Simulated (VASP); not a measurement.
# Cd2BiO2 (P-6m2) in VASP: a series of runs

Runs on Cd2BiO2. Level: PBE. Tasks: single point, relaxation of cell and atoms.

Program: VASP 6.6.1. These are calculated values, not measurements. Logs are shortened: lines on timing, memory, paths and dates and some standing lists are left out, and cuts for length are marked.

## Step 1: The cell of the first run

The structure is hexagonal, space group P-6m2 (No. 187). Conventional cell: a = 4.540 Å, b = 4.540 Å, c = 6.096 Å, α = 90.00°, β = 90.00°, γ = 120.00°. Cd (site symmetry -6m2) has 6 O at 3.04 Å and 2 Bi at 3.05 Å and 6 Cd at 4.02 Å within 4.1 Å. Cd (site symmetry -6m2) has 3 Bi at 2.62 Å and 6 O at 3.02 Å within 3.5 Å. Bi (site symmetry -6m2) has 5 Cd at 2.62 to 3.05 Å and 6 O at 3.02 Å within 3.5 Å. Within 4.0 Å of O (site symmetry 3m) lie 2 O at 3.02 to 3.08 Å and 6 Cd at 3.02 to 3.04 Å and 3 Bi at 3.02 Å.

The cell was generated, and may not be a known phase.

## Step 2: Single point, PBE

Input file INCAR:

```
SYSTEM = Cd2BiO2
PREC = Accurate
ENCUT = 520
EDIFF = 1E-6
ISMEAR = 0
SIGMA = 0.1
LREAL = .FALSE.
LASPH = .TRUE.
NELM = 80
ALGO = Normal
ISIF = 2
LWAVE = .FALSE.
LCHARG = .TRUE.
GGA = PE
LELF = .TRUE.
LVHAR = .TRUE.
NBANDS = 34
```

Input file KPOINTS:

```
regular mesh
0
G
  6 6 4
  0 0 0
```

Input file POSCAR:

```
Cd2BiO2
1.0
    4.5397284379      0.0000000000      0.0000000000
   -2.2698642189      3.9315201535      0.0000000000
    0.0000000000      0.0000000000      6.0964471163
Cd Bi O
2 1 2
Direct
    0.6666666667      0.3333333333      0.5000000000
    0.3333333333      0.6666666667      0.0000000000
    0.6666666667      0.3333333333      0.0000000000
    0.0000000000      0.0000000000      0.7525622468
    0.0000000000      0.0000000000      0.2474377532
```

Potentials or basis: VASP PAW PBE potentials, release 64 (Cd, Bi_d, O).

Command:

```sh
cat potpaw_PBE.64/Cd/POTCAR potpaw_PBE.64/Bi_d/POTCAR potpaw_PBE.64/O/POTCAR > POTCAR
mpirun -np 1 vasp_std > vasp.out
```

OUTCAR:

```text
SYSTEM = Cd2BiO2
   PREC = Accurate
   ENCUT = 520
   EDIFF = 1E-6
   ISMEAR = 0
   LREAL = .FALSE.
   LASPH = .TRUE.
   NELM = 80
   ISIF = 2
   GGA = PE

 ion  position               nearest neighbor table
   1  0.667  0.333  0.500-   3 3.05   3 3.05
   2  0.333  0.667  0.000-   3 2.62   3 2.62   3 2.62
   3  0.667  0.333  0.000-   2 2.62   2 2.62   2 2.62   1 3.05   1 3.05
   4  0.000  0.000  0.753-
   5  0.000  0.000  0.247-

  LATTYP: Found a hexagonal cell.
 ALAT       =     4.5397284379
 C/A-ratio  =     1.3429100881

  Lattice vectors:

 A1 = (   4.5397284379,   0.0000000000,   0.0000000000)
 A2 = (  -2.2698642189,   3.9315201535,   0.0000000000)
 A3 = (   0.0000000000,   0.0000000000,   6.0964471163)

Analysis of symmetry for initial positions (statically):
=====================================================================
 Subroutine PRICEL returns:
 Original cell was already a primitive cell.

 Routine SETGRP: Setting up the symmetry group for a
 hexagonal supercell.

 Subroutine GETGRP returns: Found 12 space group operations
 (whereof 12 operations were pure point group operations)
 out of a pool of 24 trial point group operations.

The static configuration has the point symmetry D_3h.

Analysis of symmetry for dynamics (positions and initial velocities):
=====================================================================
 Subroutine PRICEL returns:
 Original cell was already a primitive cell.

 Routine SETGRP: Setting up the symmetry group for a
 hexagonal supercell.

 Subroutine GETGRP returns: Found 12 space group operations
 (whereof 12 operations were pure point group operations)
 out of a pool of 24 trial point group operations.

The dynamic configuration has the point symmetry D_3h.

 Subroutine INISYM returns: Found 12 space group operations
 (whereof 12 operations are pure point group operations),
 and found     1 'primitive' translations

----------------------------------------------------------------------------------------

                                     Primitive cell

  volume of cell :     108.8096

  direct lattice vectors                    reciprocal lattice vectors
     4.539728438  0.000000000  0.000000000     0.220277493  0.127177270  0.000000000
    -2.269864219  3.931520154  0.000000000     0.000000000  0.254354540  0.000000000
     0.000000000  0.000000000  6.096447116     0.000000000  0.000000000  0.164029964

  length of vectors
     4.539728438  4.539728438  6.096447116     0.254354540  0.254354540  0.164029964

  position of ions in fractional coordinates (direct lattice)
     0.666666667  0.333333333  0.500000000
     0.333333333  0.666666667  0.000000000
     0.666666667  0.333333333  0.000000000
     0.000000000  0.000000000  0.752562247
     0.000000000  0.000000000  0.247437753

  ion indices of the primitive-cell ions
   primitive index   ion index
                 1           1
                 2           2
                 3           3
                 4           4
                 5           5

----------------------------------------------------------------------------------------

 KPOINTS: regular mesh

Automatic generation of k-mesh.
 Grid dimensions read from file:
 generate k-points for:    6    6    4

 Generating k-lattice:

  Cartesian coordinates                     Fractional coordinates (reciprocal lattice)
     0.036712916  0.021196212  0.000000000     0.166666667  0.000000000  0.000000000
     0.000000000  0.042392423  0.000000000     0.000000000  0.166666667  0.000000000
     0.000000000  0.000000000  0.041007491     0.000000000  0.000000000  0.250000000

  Length of vectors
     0.042392423  0.042392423  0.041007491

  Shift w.r.t. Gamma in fractional coordinates (k-lattice)
     0.000000000  0.000000000  0.000000000

 Subroutine IBZKPT returns following result:
 ===========================================

 Found     21 irreducible k-points:

 Following reciprocal coordinates:
            Coordinates               Weight
  0.000000  0.000000  0.000000      1.000000
  0.166667  0.000000  0.000000      6.000000
  0.333333  0.000000  0.000000      6.000000
  0.500000 -0.000000  0.000000      3.000000
  0.166667  0.166667  0.000000      6.000000
  0.333333  0.166667  0.000000     12.000000
[... 13 lines left out ...]
  0.333333  0.166667  0.500000     12.000000
  0.333333  0.333333  0.500000      2.000000
   k-points           NKPTS =     21   k-points in BZ     NKDIM =     21   number of bands    NBANDS=     34
   number of dos      NEDOS =    301   number of ions     NIONS =      5
   total plane-waves  NPLWV =  62208
   dimension x,y,z NGX =    36 NGY =   36 NGZ =   48
   dimension x,y,z NGXF=    72 NGYF=   72 NGZF=   96
   ions per type =               2   1   2
   NGX,Y,Z   is equivalent  to a cutoff of  13.18, 13.18, 13.09 a.u.
   NGXF,Y,Z  is equivalent  to a cutoff of  26.37, 26.37, 26.18 a.u.
 SYSTEM =  Cd2BiO2
   PREC   = accura    normal or accurate (medium, high low for compatibility)
   ISTART =      0    job   : 0-new  1-cont  2-samecut
   ICHARG =      2    charge: 1-file 2-atom 10-const
   ISPIN  =      1    spin polarized calculation?
   LNONCOLLINEAR =      F non collinear calculations
   LSORBIT =      F    spin-orbit coupling
   LASPH  =      T    aspherical Exc in radial PAW
   ENCUT  =  520.0 eV  38.22 Ry    6.18 a.u.   8.44  8.44 11.34*2*pi/ulx,y,z
   NELM   =     80;   NELMIN=  2; NELMDL= -5     # of ELM steps
   EDIFF  = 0.1E-05   stopping-criterion for ELM
   LREAL  =      F    real-space projection
   EDIFFG = 0.1E-04   stopping-criterion for IOM
   NSW    =      0    number of steps for IOM
   IBRION =     -1    ionic relax: 0-MD 1-quasi-New 2-CG
   NFREE  =      0    steps in history (QN), initial steepest desc. (CG)
   ISIF   =      2    stress and relaxation
   ISYM   =      2    0-nonsym 1-usesym 2-fastsym
   POTIM  = 0.5000    time-step for ionic-motion
   TEBEG  =    0.0;   TEEND  =   0.0 temperature during run
   PSTRESS=    0.0 pullay stress
   NELECT =      51.0000    total number of electrons
   NUPDOWN=      -1.0000    fix difference up-down
   EMIN   =  10.00;   EMAX   =-10.00  energy-range for DOS
   EFERMI =   0.00;   METHOD = LEGACY
   ISMEAR =     0;   SIGMA  =   0.10  broadening in eV -4-tet -1-fermi 0-gaus
   EFERMI_NEDOS =   21; number of points for ismear=-14 and -15
   IALGO  =     38    algorithm
   IMIX   =      4    mixing-type and parameters
     AMIX     =   0.40;   BMIX     =  1.00
     AMIX_MAG =   1.60;   BMIX_MAG =  1.00
  volume/ion in A,a.u.               =      21.76       146.86
  Fermi-wavevector in a.u.,A,eV,Ry     =   1.271674  2.403116 22.002730  1.617155
  Thomas-Fermi vector in A             =   2.404594
   LORBIT       =      0    0 simple, 1 ext, 2 COOP (PROOUT), +10 PAW based schemes
   GGA     = PE    functional components
   LHFCALC =     F    Hartree Fock is set to
   AEXX    =    0.0000 exact exchange contribution
   IVDW    =     0    specifies the selected vdW correction
   LEPSILON=     F    determine dielectric tensor
   LRPA    =     F    only Hartree local field effects (RPA)
 non-spin polarized calculation
 Gauss-broadening in eV      SIGMA  =   0.10
  energy-cutoff  :      520.00
  volume of cell :      108.81
 maximum number of plane-waves:      2987
 NGX is ok and might be reduce to    36
   NGX = 17   NGY = 17   NGZ = 23

 number of electron      50.9999991 magnetization

 Free energy of the ion-electron system (eV)
  ---------------------------------------------------
  ext. energy  EPLUGINS =         0.00000000
  ---------------------------------------------------
  free energy    TOTEN  =       -12.66315270 eV

  energy without entropy =      -12.64966961  energy(sigma->0) =      -12.65641115

 E-fermi :   2.2799     XC(G=0):  -9.6583

 val. band max:        2.2141246932   @ k =   0.3333   0.0000   0.2500
 cond. band min:       2.3036958666   @ k =   0.0000   0.0000   0.0000
 fundamental gap:      0.0895711734
 Fermi energy:         2.2799374924

 k-point     1 :       0.0000    0.0000    0.0000
  band No.  band energies     occupation
      1     -20.9630      2.00000
      2     -20.9574      2.00000
      3     -20.9574      2.00000
      4     -20.8832      2.00000
      5     -20.8832      2.00000
      6     -13.8788      2.00000
[... 26 lines left out ...]
     33       9.8309      0.00000
     34       9.8309      0.00000

 k-point     2 :       0.1667    0.0000    0.0000
  band No.  band energies     occupation
      1     -20.9648      2.00000
      2     -20.9579      2.00000
      3     -20.9577      2.00000
      4     -20.8842      2.00000
      5     -20.8837      2.00000
      6     -13.8363      2.00000
[... 26 lines left out ...]
     33       9.7574      0.00000
     34      10.4103      0.00000

 k-point     3 :       0.3333    0.0000    0.0000
  band No.  band energies     occupation
      1     -20.9722      2.00000
      2     -20.9591      2.00000
      3     -20.9547      2.00000
      4     -20.8862      2.00000
      5     -20.8846      2.00000
      6     -13.7501      2.00000
[... 26 lines left out ...]
     33      11.0544      0.00000
     34      11.4938      0.00000
[... 593 lines left out ...]
 k-point    20 :       0.3333    0.1667    0.5000
  band No.  band energies     occupation
      1     -20.9744      2.00000
      2     -20.9617      2.00000
      3     -20.9493      2.00000
      4     -20.8878      2.00000
      5     -20.8840      2.00000
      6     -13.5980      2.00000
[... 26 lines left out ...]
     33       9.4146      0.00000
     34      10.7050      0.00000

 k-point    21 :       0.3333    0.3333    0.5000
  band No.  band energies     occupation
      1     -20.9743      2.00000
      2     -20.9642      2.00000
      3     -20.9484      2.00000
      4     -20.8889      2.00000
      5     -20.8836      2.00000
      6     -13.5790      2.00000
[... 26 lines left out ...]
     33       9.1455      0.00000
     34      10.4268      0.00000

------------------------ aborting loop because EDIFF is reached ----------------------------------------

  FORCE on cell =-STRESS in cart. coord.  units (eV):
  Direction    XX          YY          ZZ          XY          YZ          ZX
  --------------------------------------------------------------------------------------
  -------------------------------------------------------------------------------------
  Total        0.0925397      0.0925397      0.0888689      0.0000000      0.0000000      0.0000000
  in kB        1.3626101      1.3626101      1.3085593      0.0000000      0.0000000      0.0000000
  external PRESSURE =       1.3445931 kB  Pullay stress =       0.0000000 kB

 VOLUME and BASIS-vectors are now :
 -----------------------------------------------------------------------------
  energy-cutoff  :      520.00
  volume of cell :      108.81
      direct lattice vectors                 reciprocal lattice vectors
     4.539728438  0.000000000  0.000000000     0.220277493  0.127177270  0.000000000
    -2.269864219  3.931520154  0.000000000     0.000000000  0.254354540  0.000000000
     0.000000000  0.000000000  6.096447116     0.000000000  0.000000000  0.164029964

 POSITION                                       TOTAL-FORCE (eV/Angst)
 -----------------------------------------------------------------------------------
      2.26986      1.31051      3.04822         0.000000      0.000000      0.000000
     -0.00000      2.62101      0.00000        -0.000000     -0.000000      0.000000
      2.26986      1.31051      0.00000         0.000000      0.000000      0.000000
      0.00000      0.00000      4.58796        -0.000000      0.000000     -0.015402
      0.00000      0.00000      1.50849        -0.000000      0.000000      0.015402
 -----------------------------------------------------------------------------------
    total drift:                               -0.000001      0.000000      0.000000

  FREE ENERGIE OF THE ION-ELECTRON SYSTEM (eV)
  ---------------------------------------------------
  free  energy   TOTEN  =       -12.6631526972 eV

  energy  without entropy=      -12.6496696071  energy(sigma->0) =      -12.65641115
```

It took 71 s on 1 thread of Oxide Virtual Turin-like, shared host; peak memory 0.24 GiB.

Results:

```yaml
Free_energy: -12.6632 eV
Pressure: 0.1 GPa
Largest_force: 0.015 eV/Å
Band_gap_on_the_k_mesh: zero (an odd number of electrons rules out a gap without spin polarisation)
```

Forces on the atoms (eV/Å):
```
Cd   0.000  0.000  0.000
Cd   0.000  0.000  0.000
Bi   0.000  0.000  0.000
O    0.000  0.000 -0.015
O    0.000  0.000  0.015
```

Caveat: spin-orbit coupling is left out, which moves the levels of the heavy elements; an odd number of electrons without spin polarisation forces a metal; a magnetic or distorted state may lie lower.

(Part 1 of 2 ends here.)

The gap in the log of VASP goes by the Fermi energy; the results here count the filled bands.